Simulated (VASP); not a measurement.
# TiGe4 in VASP: notebook

The runs below take TiGe4 through single point, relaxation of cell and atoms, with PBE.

Everything below comes from runs of VASP 6.6.1. Logs are shortened: lines on timing, memory, paths and dates and some standing lists are left out, and cuts for length are marked.

### 1 The cell of the first run

The typed cell holds 5 atoms: a = 5.117 Å, b = 5.117 Å, c = 5.117 Å, α = 109.47°, β = 109.47°, γ = 109.47°.

The cell was generated, and may not be a known phase.

### 2 Single point, PBE

INCAR

```
SYSTEM = TiGe4
PREC = Accurate
ENCUT = 520
EDIFF = 1E-7
ISMEAR = 0
SIGMA = 0.1
LREAL = .FALSE.
LASPH = .TRUE.
NELM = 80
ALGO = Normal
ISIF = 2
LWAVE = .FALSE.
LCHARG = .TRUE.
GGA = PE
LELF = .TRUE.
LVHAR = .TRUE.
NBANDS = 42
```

KPOINTS

```
regular mesh
0
G
  4 4 4
  0 0 0
```

POSCAR

```
TiGe4
1.0
   -2.9543924145      2.9543924145      2.9543924145
    2.9543924145     -2.9543924145      2.9543924145
    2.9543924145      2.9543924145     -2.9543924145
Ti Ge
1 4
Direct
    0.0000000000      0.0000000000      0.0000000000
    0.5000257917      0.5000257917      0.5000257917
    0.4999742083      0.0000000000      0.0000000000
    0.0000000000      0.0000000000      0.4999742083
    0.0000000000      0.4999742083      0.0000000000
```

Potentials or basis: VASP PAW PBE potentials, release 64 (Ti_sv, Ge_d).

Started as:

```console
cat potpaw_PBE.64/Ti_sv/POTCAR potpaw_PBE.64/Ge_d/POTCAR > POTCAR
mpirun -np 1 vasp_std > vasp.out
```

OUTCAR:

```text
SYSTEM = TiGe4
   PREC = Accurate
   ENCUT = 520
   EDIFF = 1E-7
   ISMEAR = 0
   LREAL = .FALSE.
   LASPH = .TRUE.
   NELM = 80
   ISIF = 2
   GGA = PE

 ion  position               nearest neighbor table
   1  0.000  0.000  0.000-   2 2.56   3 2.56   4 2.56   5 2.56   2 2.56   4 2.56   5 2.56   3 2.56

   2  0.500  0.500  0.500-   1 2.56   1 2.56
   3  0.500  0.000  0.000-   1 2.56   1 2.56
   4  0.000  0.000  0.500-   1 2.56   1 2.56
   5  0.000  0.500  0.000-   1 2.56   1 2.56

  LATTYP: Found a body centered cubic cell.
 ALAT       =     5.9087848290

  Lattice vectors:

 A1 = (  -2.9543924145,   2.9543924145,   2.9543924145)
 A2 = (   2.9543924145,  -2.9543924145,   2.9543924145)
 A3 = (   2.9543924145,   2.9543924145,  -2.9543924145)

Analysis of symmetry for initial positions (statically):
=====================================================================
 Subroutine PRICEL returns:
 Original cell was already a primitive cell.

 Routine SETGRP: Setting up the symmetry group for a
 body centered cubic supercell.

 Subroutine GETGRP returns: Found 24 space group operations
 (whereof 24 operations were pure point group operations)
 out of a pool of 48 trial point group operations.

The static configuration has the point symmetry T_d .

Analysis of symmetry for dynamics (positions and initial velocities):
=====================================================================
 Subroutine PRICEL returns:
 Original cell was already a primitive cell.

 Routine SETGRP: Setting up the symmetry group for a
 body centered cubic supercell.

 Subroutine GETGRP returns: Found 24 space group operations
 (whereof 24 operations were pure point group operations)
 out of a pool of 48 trial point group operations.

The dynamic configuration has the point symmetry T_d .

 Subroutine INISYM returns: Found 24 space group operations
 (whereof 24 operations are pure point group operations),
 and found     1 'primitive' translations

----------------------------------------------------------------------------------------

                                     Primitive cell

  volume of cell :     103.1489

  direct lattice vectors                    reciprocal lattice vectors
    -2.954392415  2.954392415  2.954392415     0.000000000  0.169239536  0.169239536
     2.954392415 -2.954392415  2.954392415     0.169239536  0.000000000  0.169239536
     2.954392415  2.954392415 -2.954392415     0.169239536  0.169239536  0.000000000

  length of vectors
     5.117157767  5.117157767  5.117157767     0.239340846  0.239340846  0.239340846

  position of ions in fractional coordinates (direct lattice)
     0.000000000  0.000000000  0.000000000
     0.500025792  0.500025792  0.500025792
     0.499974208  0.000000000  0.000000000
     0.000000000  0.000000000  0.499974208
     0.000000000  0.499974208  0.000000000

  ion indices of the primitive-cell ions
   primitive index   ion index
                 1           1
                 2           2
                 3           3
                 4           4
                 5           5

----------------------------------------------------------------------------------------

 KPOINTS: regular mesh

Automatic generation of k-mesh.
 Grid dimensions read from file:
 generate k-points for:    4    4    4

 Generating k-lattice:

  Cartesian coordinates                     Fractional coordinates (reciprocal lattice)
     0.000000000  0.042309884  0.042309884     0.250000000  0.000000000  0.000000000
     0.042309884  0.000000000  0.042309884     0.000000000  0.250000000  0.000000000
     0.042309884  0.042309884  0.000000000     0.000000000  0.000000000  0.250000000

  Length of vectors
     0.059835212  0.059835212  0.059835212

  Shift w.r.t. Gamma in fractional coordinates (k-lattice)
     0.000000000  0.000000000  0.000000000

 Subroutine IBZKPT returns following result:
 ===========================================

 Found      8 irreducible k-points:

 Following reciprocal coordinates:
            Coordinates               Weight
  0.000000  0.000000  0.000000      1.000000
  0.250000  0.000000  0.000000     12.000000
  0.500000  0.000000  0.000000      6.000000
  0.250000  0.250000  0.000000     24.000000
  0.250000  0.250000  0.250000      2.000000
 -0.250000  0.250000  0.250000      6.000000
  0.500000  0.500000  0.250000     12.000000
  0.500000  0.500000  0.500000      1.000000
   k-points           NKPTS =      8   k-points in BZ     NKDIM =      8   number of bands    NBANDS=     42
   number of dos      NEDOS =    301   number of ions     NIONS =      5
   total plane-waves  NPLWV =  64000
   dimension x,y,z NGX =    40 NGY =   40 NGZ =   40
   dimension x,y,z NGXF=    80 NGYF=   80 NGZF=   80
   ions per type =               1   4
   NGX,Y,Z   is equivalent  to a cutoff of  13.00, 13.00, 13.00 a.u.
   NGXF,Y,Z  is equivalent  to a cutoff of  25.99, 25.99, 25.99 a.u.
 SYSTEM =  TiGe4
   PREC   = accura    normal or accurate (medium, high low for compatibility)
   ISTART =      0    job   : 0-new  1-cont  2-samecut
   ICHARG =      2    charge: 1-file 2-atom 10-const
   ISPIN  =      1    spin polarized calculation?
   LNONCOLLINEAR =      F non collinear calculations
   LSORBIT =      F    spin-orbit coupling
   LASPH  =      T    aspherical Exc in radial PAW
   ENCUT  =  520.0 eV  38.22 Ry    6.18 a.u.   9.51  9.51  9.51*2*pi/ulx,y,z
   NELM   =     80;   NELMIN=  2; NELMDL= -5     # of ELM steps
   EDIFF  = 0.1E-06   stopping-criterion for ELM
   LREAL  =      F    real-space projection
   EDIFFG = 0.1E-05   stopping-criterion for IOM
   NSW    =      0    number of steps for IOM
   IBRION =     -1    ionic relax: 0-MD 1-quasi-New 2-CG
   NFREE  =      0    steps in history (QN), initial steepest desc. (CG)
   ISIF   =      2    stress and relaxation
   ISYM   =      2    0-nonsym 1-usesym 2-fastsym
   POTIM  = 0.5000    time-step for ionic-motion
   TEBEG  =    0.0;   TEEND  =   0.0 temperature during run
   PSTRESS=    0.0 pullay stress
   NELECT =      68.0000    total number of electrons
   NUPDOWN=      -1.0000    fix difference up-down
   EMIN   =  10.00;   EMAX   =-10.00  energy-range for DOS
   EFERMI =   0.00;   METHOD = LEGACY
   ISMEAR =     0;   SIGMA  =   0.10  broadening in eV -4-tet -1-fermi 0-gaus
   EFERMI_NEDOS =   21; number of points for ismear=-14 and -15
   IALGO  =     38    algorithm
   IMIX   =      4    mixing-type and parameters
     AMIX     =   0.40;   BMIX     =  1.00
     AMIX_MAG =   1.60;   BMIX_MAG =  1.00
  volume/ion in A,a.u.               =      20.63       139.22
  Fermi-wavevector in a.u.,A,eV,Ry     =   1.424808  2.692496 27.620879  2.030077
  Thomas-Fermi vector in A             =   2.545259
   LORBIT       =      0    0 simple, 1 ext, 2 COOP (PROOUT), +10 PAW based schemes
   GGA     = PE    functional components
   LHFCALC =     F    Hartree Fock is set to
   AEXX    =    0.0000 exact exchange contribution
   IVDW    =     0    specifies the selected vdW correction
   LEPSILON=     F    determine dielectric tensor
   LRPA    =     F    only Hartree local field effects (RPA)
 non-spin polarized calculation
 Gauss-broadening in eV      SIGMA  =   0.10
  energy-cutoff  :      520.00
  volume of cell :      103.15
 maximum number of plane-waves:      2779
 NGX is ok and might be reduce to    40
   NGX = 19   NGY = 19   NGZ = 19

 number of electron      67.9999980 magnetization

 Free energy of the ion-electron system (eV)
  ---------------------------------------------------
  ext. energy  EPLUGINS =         0.00000000
  ---------------------------------------------------
  free energy    TOTEN  =       -26.07422399 eV

  energy without entropy =      -26.03842656  energy(sigma->0) =      -26.05632527

 E-fermi :   5.9343     XC(G=0): -10.5792

 val. band max:        5.8461439378   @ k =   0.2500   0.2500   0.0000
 cond. band min:       5.9652761558   @ k =   0.2500   0.0000   0.0000
 fundamental gap:      0.1191322180
 Fermi energy:         5.9342740642

 k-point     1 :       0.0000    0.0000    0.0000
  band No.  band energies     occupation
      1     -50.8919      2.00000
      2     -27.2267      2.00000
      3     -27.2267      2.00000
      4     -27.2267      2.00000
      5     -18.8724      2.00000
      6     -18.8724      2.00000
[... 34 lines left out ...]
     41      10.1334      0.00000
     42      10.1334      0.00000

 k-point     2 :       0.2500    0.0000    0.0000
  band No.  band energies     occupation
      1     -50.8918      2.00000
      2     -27.2323      2.00000
      3     -27.2295      2.00000
      4     -27.2269      2.00000
      5     -18.8638      2.00000
      6     -18.8574      2.00000
[... 34 lines left out ...]
     41       9.3175      0.00000
     42      10.7725      0.00000

 k-point     3 :       0.5000    0.0000    0.0000
  band No.  band energies     occupation
      1     -50.8917      2.00000
      2     -27.2379      2.00000
      3     -27.2324      2.00000
      4     -27.2271      2.00000
      5     -18.8451      2.00000
      6     -18.8434      2.00000
[... 34 lines left out ...]
     41       9.0438      0.00000
     42       9.1396      0.00000

 k-point     4 :       0.2500    0.2500    0.0000
  band No.  band energies     occupation
      1     -50.8917      2.00000
      2     -27.2363      2.00000
      3     -27.2325      2.00000
      4     -27.2287      2.00000
      5     -18.8482      2.00000
      6     -18.8365      2.00000
[... 34 lines left out ...]
     41       9.0835      0.00000
     42       9.9823      0.00000

 k-point     5 :       0.2500    0.2500    0.2500
  band No.  band energies     occupation
      1     -50.8916      2.00000
      2     -27.2325      2.00000
      3     -27.2325      2.00000
      4     -27.2325      2.00000
      5     -18.8171      2.00000
      6     -18.8171      2.00000
[... 34 lines left out ...]
     41       9.2309      0.00000
     42       9.2309      0.00000

 k-point     6 :      -0.2500    0.2500    0.2500
  band No.  band energies     occupation
      1     -50.8917      2.00000
      2     -27.2325      2.00000
      3     -27.2324      2.00000
      4     -27.2324      2.00000
      5     -18.8643      2.00000
      6     -18.8455      2.00000
[... 34 lines left out ...]
     41      10.3548      0.00000
     42      10.4314      0.00000

 k-point     7 :       0.5000    0.5000    0.2500
  band No.  band energies     occupation
      1     -50.8915      2.00000
      2     -27.2380      2.00000
      3     -27.2353      2.00000
      4     -27.2327      2.00000
      5     -18.8517      2.00000
      6     -18.8510      2.00000
[... 34 lines left out ...]
     41      11.0169      0.00000
     42      11.2738      0.00000

 k-point     8 :       0.5000    0.5000    0.5000
  band No.  band energies     occupation
      1     -50.8914      2.00000
      2     -27.2382      2.00000
      3     -27.2382      2.00000
      4     -27.2382      2.00000
      5     -18.8575      2.00000
      6     -18.8575      2.00000
[... 34 lines left out ...]
     41      11.6729      0.00000
     42      11.6729      0.00000

------------------------ aborting loop because EDIFF is reached ----------------------------------------

  FORCE on cell =-STRESS in cart. coord.  units (eV):
  Direction    XX          YY          ZZ          XY          YZ          ZX
  --------------------------------------------------------------------------------------
  -------------------------------------------------------------------------------------
  Total       -0.0615628     -0.0615628     -0.0615628      0.0000000      0.0000000      0.0000000
  in kB       -0.9562347     -0.9562347     -0.9562347      0.0000000      0.0000000      0.0000000
  external PRESSURE =      -0.9562347 kB  Pullay stress =       0.0000000 kB

 VOLUME and BASIS-vectors are now :
 -----------------------------------------------------------------------------
  energy-cutoff  :      520.00
  volume of cell :      103.15
      direct lattice vectors                 reciprocal lattice vectors
    -2.954392415  2.954392415  2.954392415     0.000000000  0.169239536  0.169239536
     2.954392415 -2.954392415  2.954392415     0.169239536  0.000000000  0.169239536
     2.954392415  2.954392415 -2.954392415     0.169239536  0.169239536  0.000000000

 POSITION                                       TOTAL-FORCE (eV/Angst)
 -----------------------------------------------------------------------------------
      0.00000      0.00000      0.00000         0.000000      0.000000     -0.000000
      1.47727      1.47727      1.47727        -0.000831     -0.000831     -0.000831
     -1.47712      1.47712      1.47712        -0.000831      0.000831      0.000831
      1.47712      1.47712     -1.47712         0.000831      0.000831     -0.000831
      1.47712     -1.47712      1.47712         0.000831     -0.000831      0.000831
 -----------------------------------------------------------------------------------
    total drift:                                0.000000      0.000000      0.000000

  FREE ENERGIE OF THE ION-ELECTRON SYSTEM (eV)
  ---------------------------------------------------
  free  energy   TOTEN  =       -26.0742239868 eV

  energy  without entropy=      -26.0384265580  energy(sigma->0) =      -26.05632527
```

Run time: 35 s. Hardware: 1 thread of AMD EPYC 9R45 (Zen 5), shared host; peak memory 0.21 GiB.

What came out:

```
Free energy            : -26.0742 eV
Pressure               : -0.1 GPa
Band gap on the k mesh : zero (bands 34 and 35 overlap by 0.71 eV)
```

Caveat: the k points lie up to 0.38 Å⁻¹ apart, too coarse for converged energies and pressures of a metal.

[end of part 1 of 2]

The gap in the log of VASP goes by the Fermi energy; the results here count the filled bands.